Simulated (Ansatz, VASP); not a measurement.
## One calculation of Sb6N, two programs

Contents of INCAR:

```
SYSTEM = Sb6N
PREC     = Accurate       ! precision mode
ENCUT    = 520            ! plane-wave cutoff, eV
EDIFF    = 1E-6           ! SCF threshold, eV
ISMEAR   = 0              ! smearing method
SIGMA    = 0.1            ! smearing width, eV
LREAL    = .FALSE.        ! projectors in reciprocal space
LASPH    = .TRUE.         ! aspherical terms in the spheres
NELM     = 60             ! most SCF steps
ALGO     = Normal         ! electronic algorithm
ISIF     = 2              ! what is computed and relaxed
LWAVE    = .FALSE.        ! write WAVECAR
LCHARG   = .FALSE.        ! write CHGCAR
GGA      = PE             ! functional
NBANDS   = 26             ! bands
```

File KPOINTS:

```
regular mesh
0
G
  4 4 4
  0 0 0
```

Contents of POSCAR:

```
Sb6N
1.0
    0.0000000000      4.6404427700      4.6404427700
    4.6404427700      0.0000000000      4.6404427700
    4.6404427700      4.6404427700      0.0000000000
Sb N
6 1
Direct
    0.5000000000      0.5000000000      0.0000000000
    0.5000000000      0.0000000000      0.5000000000
    0.0000000000      0.0000000000      0.5000000000
    0.0000000000      0.5000000000      0.0000000000
    0.0000000000      0.5000000000      0.5000000000
    0.5000000000      0.0000000000      0.0000000000
    0.0000000000      0.0000000000      0.0000000000
```

Input for Ansatz:

```yaml
crystal:
  lattice:
    - [0.0, 4.64044277, 4.64044277]
    - [4.64044277, 0.0, 4.64044277]
    - [4.64044277, 4.64044277, 0.0]
  atoms:
    - { symbol: Sb, position: [0.5, 0.5, 0.0] }
    - { symbol: Sb, position: [0.5, 0.0, 0.5] }
    - { symbol: Sb, position: [0.0, 0.0, 0.5] }
    - { symbol: Sb, position: [0.0, 0.5, 0.0] }
    - { symbol: Sb, position: [0.0, 0.5, 0.5] }
    - { symbol: Sb, position: [0.5, 0.0, 0.0] }
    - { symbol: "N", position: [0.0, 0.0, 0.0] }
basis:
  ecutwfc: 420
kpoints:
  mp_grid: { grid: [4, 4, 4] }
hamiltonian:
  xc: pbe
scf:
  occupations: { method: gaussian, width: 0.1 }
  lower_state_search: "off"
output:
  forces: true
  stress: true
  eigenvalues: true
```

Change from the starting cell: species swapped into the Zn6Mo type (Fm-3m, No. 225).

Alike in both runs: task single point; functional PBE; k mesh 4 × 4 × 4; occupations gaussian, width 0.1 eV; no spin polarisation.

|  | VASP | Ansatz |
| --- | --- | --- |
| version | VASP 6.6.1 | Ansatz 0.2.0 |
| potentials or method | VASP PAW PBE potentials, release 64 (Sb, N), cutoff 520 eV | scalar-relativistic, plane waves, PAW |
| valence electrons in the cell | 35 | 95 |

Ansatz gave:

* gap on the k mesh at the Fermi level (eV): none
* pressure (GPa): -4.3

Problem. Estimate VASP's values.

Solution. gap on the k mesh at the Fermi level (eV): none; pressure (GPa): -4.4.

A gap of «none» marks a metal or a gap that the smearing closes. VASP's potentials hold 35 valence electrons a cell and Ansatz's 95, so a difference there can come from the potentials and not from the codes.

Neither program's run includes spin-orbit coupling.
